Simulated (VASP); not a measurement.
# SnTe (NiAs type) (P6_3/mmc) in VASP: relaxation of cell and atoms with PBE

Aim: the relaxation of cell and atoms of SnTe (NiAs type) with PBE.

All numbers are computed with VASP 6.6.1; they aren't measurements. Logs are shortened: lines on timing, memory, paths and dates and some standing lists are left out, and cuts for length are marked.

### 1 The cell of the first run

It takes space group P6_3/mmc (No. 194, hexagonal). Conventional cell: a = 4.094 Å, b = 4.094 Å, c = 6.346 Å, α = 90.00°, β = 90.00°, γ = 120.00°. Sn (site symmetry -3m) has 6 Te at 2.85 Å and 2 Sn at 3.17 Å within 3.8 Å. Within 3.8 Å of Te (site symmetry -6m2) lie 6 Sn at 2.85 Å.

### 2 Relaxation of cell and atoms, PBE, target pressure 32 GPa, at which the enthalpy is minimised

Input file INCAR:

```
SYSTEM = SnTe
ALGO = Normal
EDIFF = 1E-6
EDIFFG = -0.005
ENCUT = 600
GGA = PE
IBRION = 2
ISIF = 3
ISMEAR = -1
LASPH = .True.
LCHARG = .False.
LREAL = .False.
LWAVE = .False.
NELM = 60
NSW = 60
PREC = Accurate
PSTRESS = 320.0
SIGMA = 0.05
```

Input file KPOINTS:

```
k-points
0
Gamma
  10 10 6
  0 0 0
```

Input file POSCAR:

```
SnTe
1.0
    4.0942238270      0.0000000000      0.0000000000
   -2.0471119135      3.5457018430      0.0000000000
    0.0000000000      0.0000000000      6.3460469318
Sn Te
2 2
Direct
    0.0000000000      0.0000000000      0.0000000000
    0.0000000000      0.0000000000      0.5000000000
    0.3333333333      0.6666666667      0.2500000000
    0.6666666667      0.3333333333      0.7500000000
```

Potentials or basis: VASP PAW PBE potentials, release 64 (Sn_d, Te).

Started as:

```console
$ cat potpaw_PBE.64/Sn_d/POTCAR potpaw_PBE.64/Te/POTCAR > POTCAR
$ mpirun -np 1 vasp_std > vasp.out
```

OUTCAR:

```text
SYSTEM = SnTe
   EDIFF = 1E-6
   EDIFFG = -0.005
   ENCUT = 600
   GGA = PE
   IBRION = 2
   ISIF = 3
   ISMEAR = -1
   LASPH = .True.
   LREAL = .False.
   NELM = 60
   NSW = 60
   PREC = Accurate
   PSTRESS = 320.0

 ion  position               nearest neighbor table
   1  0.000  0.000  0.000-   3 2.85   4 2.85   4 2.85   3 2.85   4 2.85   3 2.85   2 3.17   2 3.17

   2  0.000  0.000  0.500-   3 2.85   4 2.85   4 2.85   3 2.85   4 2.85   3 2.85   1 3.17   1 3.17

   3  0.333  0.667  0.250-   1 2.85   2 2.85   1 2.85   2 2.85   1 2.85   2 2.85
   4  0.667  0.333  0.750-   1 2.85   2 2.85   1 2.85   2 2.85   1 2.85   2 2.85

  LATTYP: Found a hexagonal cell.
 ALAT       =     4.0942238270
 C/A-ratio  =     1.5500000000

  Lattice vectors:

 A1 = (   4.0942238270,   0.0000000000,   0.0000000000)
 A2 = (  -2.0471119135,   3.5457018430,   0.0000000000)
 A3 = (   0.0000000000,   0.0000000000,   6.3460469318)

Analysis of symmetry for initial positions (statically):
=====================================================================
 Subroutine PRICEL returns:
 Original cell was already a primitive cell.

 Routine SETGRP: Setting up the symmetry group for a
 hexagonal supercell.

 Subroutine GETGRP returns: Found 24 space group operations
 (whereof 12 operations were pure point group operations)
 out of a pool of 24 trial point group operations.

The static configuration has the point symmetry D_3d.
 The point group associated with its full space group is D_6h.

Analysis of symmetry for dynamics (positions and initial velocities):
=====================================================================
 Subroutine PRICEL returns:
 Original cell was already a primitive cell.

 Routine SETGRP: Setting up the symmetry group for a
 hexagonal supercell.

 Subroutine GETGRP returns: Found 24 space group operations
 (whereof 12 operations were pure point group operations)
 out of a pool of 24 trial point group operations.

The dynamic configuration has the point symmetry D_3d.
 The point group associated with its full space group is D_6h.

 Subroutine INISYM returns: Found 24 space group operations
 (whereof 12 operations are pure point group operations),
 and found     1 'primitive' translations

----------------------------------------------------------------------------------------

                                     Primitive cell

  volume of cell :      92.1249

  direct lattice vectors                    reciprocal lattice vectors
[... 103 lines left out ...]
   NUPDOWN=      -1.0000    fix difference up-down
   EMIN   =  10.00;   EMAX   =-10.00  energy-range for DOS
   EFERMI =   0.00;   METHOD = LEGACY
   ISMEAR =    -1;   SIGMA  =   0.05  broadening in eV -4-tet -1-fermi 0-gaus
   EFERMI_NEDOS =   21; number of points for ismear=-14 and -15
   IALGO  =     38    algorithm
   IMIX   =      4    mixing-type and parameters
     AMIX     =   0.40;   BMIX     =  1.00
     AMIX_MAG =   1.60;   BMIX_MAG =  1.00
  volume/ion in A,a.u.               =      23.03       155.42
  Fermi-wavevector in a.u.,A,eV,Ry     =   1.239660  2.342617 20.908836  1.536756
  Thomas-Fermi vector in A             =   2.374133
   LORBIT       =      0    0 simple, 1 ext, 2 COOP (PROOUT), +10 PAW based schemes
   GGA     = PE    functional components
   LHFCALC =     F    Hartree Fock is set to
   AEXX    =    0.0000 exact exchange contribution
   IVDW    =     0    specifies the selected vdW correction
   LEPSILON=     F    determine dielectric tensor
   LRPA    =     F    only Hartree local field effects (RPA)
 conjugate gradient relaxation of ions
 non-spin polarized calculation
  energy-cutoff  :      600.00
  volume of cell :       92.12
 maximum number of plane-waves:      3096
 NGX is ok and might be reduce to    36
   NGX = 17   NGY = 17   NGZ = 25

--------------------------------------- Ionic step        1  -------------------------------------------

 number of electron      40.0000001 magnetization

 Free energy of the ion-electron system (eV)
  ---------------------------------------------------
  ext. energy  EPLUGINS =         0.00000000
  ---------------------------------------------------
  free energy    TOTEN  =       -11.47175576 eV

  energy without entropy =      -11.46206138  energy(sigma->0) =      -11.46690857

------------------------ aborting loop because EDIFF is reached ----------------------------------------

  FORCE on cell =-STRESS in cart. coord.  units (eV):
  Direction    XX          YY          ZZ          XY          YZ          ZX
  --------------------------------------------------------------------------------------
  -------------------------------------------------------------------------------------
  Total       18.7887735     18.7887735     22.2220743      0.0000000     -0.0000000      0.0000000
  in kB      326.7622965    326.7622965    386.4720608      0.0000000     -0.0000000      0.0000000
  external PRESSURE =      26.6655513 kB  Pullay stress =     320.0000000 kB
[... 103 lines left out ...]
  energy  without entropy=      -12.1287133533  energy(sigma->0) =      -12.13472427

  enthalpy is  TOTEN    =         6.8760222694 eV   P V=       19.0167574494

[... ionic steps 4 to 36 ...]

--------------------------------------- Ionic step       37  -------------------------------------------

 number of electron      40.0000039 magnetization

------------------------ aborting loop because EDIFF is reached ----------------------------------------
[... 75 lines left out ...]
--------------------------------------- Ionic step       39  -------------------------------------------

 number of electron      40.0000040 magnetization

 Free energy of the ion-electron system (eV)
  ---------------------------------------------------
  ext. energy  EPLUGINS =         0.00000000
  ---------------------------------------------------
  free energy    TOTEN  =       -11.02498353 eV

  energy without entropy =      -11.00893190  energy(sigma->0) =      -11.01695772

 E-fermi :  12.1949     XC(G=0): -11.5787

 val. band max:       12.1769445722   @ k =   0.4000  -0.0000   0.0000
 cond. band min:      12.2539230265   @ k =   0.5000  -0.0000   0.1667
 fundamental gap:      0.0769784543
 Fermi energy:        12.1949343602

 k-point     1 :       0.0000    0.0000    0.0000
  band No.  band energies     occupation
      1      -9.6365      2.00000
      2      -9.6188      2.00000
      3      -9.5708      2.00000
      4      -9.5708      2.00000
      5      -9.5699      2.00000
      6      -9.5699      2.00000
[... 637 lines left out ...]
     23      14.2461      0.00000
     24      15.2377      0.00000

 [... further k-points ...]
[... 5 lines left out ...]
  --------------------------------------------------------------------------------------
  -------------------------------------------------------------------------------------
  Total       16.7062522     16.7062523     16.7092181      0.0000000      0.0000000     -0.0000000
  in kB      320.1982732    320.1982753    320.2551180      0.0000000      0.0000000     -0.0000000
  external PRESSURE =       0.2172222 kB  Pullay stress =     320.0000000 kB
[... 23 lines left out ...]
  energy  without entropy=      -11.0089318988  energy(sigma->0) =      -11.01695772

  enthalpy is  TOTEN    =         5.6709238255 eV   P V=       16.6959073594

 reached required accuracy - stopping structural energy minimisation
```

OSZICAR:

```text
N       E                     dE             d eps       ncg     rms          rms(c)
DAV:   1     0.362305836907E+03    0.36231E+03   -0.21037E+04  2688   0.241E+03
DAV:   2     0.317077968153E+02   -0.33060E+03   -0.32783E+03  2744   0.557E+02
DAV:   3    -0.100755493132E+02   -0.41783E+02   -0.41338E+02  3456   0.166E+02
[... 328 lines left out ...]
DAV:   1    -0.110250478177E+02   -0.75767E-02   -0.14985E-03  3376   0.585E-01    0.531E-02
DAV:   2    -0.110250003402E+02    0.47478E-04   -0.97769E-05  3256   0.157E-01    0.209E-02
DAV:   3    -0.110249875888E+02    0.12751E-04   -0.20609E-05  3512   0.685E-02    0.703E-03
DAV:   4    -0.110249845107E+02    0.30781E-05   -0.21223E-06  1424   0.212E-02    0.190E-03
DAV:   5    -0.110249835339E+02    0.97687E-06   -0.11692E-06  1408   0.984E-03
  39 F= 0.56709238E+01 E0= 0.56789496E+01  d E =-.124834E-04
```

Wall time 40 min (1 thread of Intel Xeon Platinum 8488C (Sapphire Rapids), shared host); peak memory 0.36 GiB.

What came out:

```yaml
Free_energy: -11.0250 eV
Relaxed_volume: 20.90 Å³/atom
Relaxed_cell: a = 3.170 Å, b = 3.170 Å, c = 9.608 Å, α = 90.00°, β = 90.00°, γ = 120.00°
Space_group_after_relaxing_to_0.1_Å: P6_3/mmc (No. 194)
Energy_change_on_relaxing_the_run_minimises_the_enthalpy: +111.7 meV/atom
Ionic_steps: 39
Pressure_after_relaxing: 32.0 GPa
Band_gap_on_the_k_mesh: zero (bands 20 and 21 overlap by 4.90 eV)
```

The path:
```csv
step,energy change (eV),largest force (eV/Å),pressure (GPa),volume (Å³)
1,0.0000,0.0000,34.67,92.12
2,-1.0607,0.0000,26.26,97.28
3,-0.6690,0.0000,29.31,95.21
4,-0.7162,0.0000,29.44,95.00
5,-0.8132,0.0000,29.49,93.86
6,-0.5348,0.0000,29.02,89.46
7,-0.4414,0.0000,29.26,88.93
8,1.0406,0.0000,43.52,82.34
9,-0.1709,0.0000,31.91,87.52
10,-0.1642,0.0000,31.99,87.48
11,-0.1422,0.0000,31.98,87.36
12,-0.0718,0.0000,32.09,87.00
13,-0.0412,0.0000,32.17,86.84
14,0.0208,0.0000,32.27,86.52
15,0.1415,0.0000,32.35,85.84
16,0.4010,0.0000,33.21,84.33
17,1.0688,0.0000,38.55,80.78
18,1.0063,0.0000,37.97,81.06
19,1.0067,0.0000,37.98,81.06
20,1.0080,0.0000,38.00,81.05
21,1.0105,0.0000,37.99,81.04
22,1.0157,0.0000,38.03,81.01
23,1.0269,0.0000,38.08,80.94
24,1.0566,0.0000,38.25,80.81
25,1.0320,0.0000,38.12,80.92
26,1.0260,0.0000,38.08,80.94
27,1.0080,0.0000,37.89,81.02
28,0.9723,0.0000,37.50,81.17
29,0.9018,0.0000,36.77,81.47
30,0.7646,0.0000,35.33,82.08
31,0.5053,0.0000,32.60,83.30
32,0.4618,0.0000,32.11,83.52
33,0.4723,0.0000,32.25,83.47
34,0.4711,0.0000,32.20,83.47
35,0.4672,0.0000,32.19,83.49
36,0.4598,0.0000,32.14,83.53
37,0.4456,0.0000,32.04,83.60
38,0.4543,0.0000,32.11,83.56
39,0.4468,0.0000,32.02,83.59
```

Final structure:
```yaml
crystal:
  lattice:
    - [3.16953, 0.00000, 0.00000]
    - [-1.58476, 2.74489, 0.00000]
    - [0.00000, 0.00000, 9.60840]
  atoms:
    - { symbol: Sn, position: [0.00000, 0.00000, 0.00000] }
    - { symbol: Sn, position: [0.00000, 0.00000, 0.50000] }
    - { symbol: Te, position: [0.33333, 0.66667, 0.25000] }
    - { symbol: Te, position: [0.66667, 0.33333, 0.75000] }
```

Levels at points of the mesh, in eV from the Fermi level:
```csv
k point,band 17,band 18,band 19,band 20,band 21,band 22,band 23,band 24
"(0.00, 0.00, 0.00)",1.27,2.84,2.84,3.08,3.08,7.18,7.18,7.39
"(0.50, 0.00, 0.00)",-2.95,-2.75,-1.93,-1.66,-0.69,0.14,3.28,3.72
"(0.00, 0.00, 0.50)",2.96,2.96,2.96,2.96,5.86,5.86,7.24,7.24
"(0.50, 0.00, 0.50)",-4.82,-4.82,-0.35,-0.35,0.45,0.45,2.20,2.20
```

Caveat: the cell is relaxed towards a set pressure, so the run minimises the enthalpy, not the energy; a cell axis changed by over 15 % at a fixed basis, so the end point is rough; spin-orbit coupling is left out, which moves the levels of the heavy elements.

The gap in the log of VASP goes by the Fermi energy; the results here count the filled bands.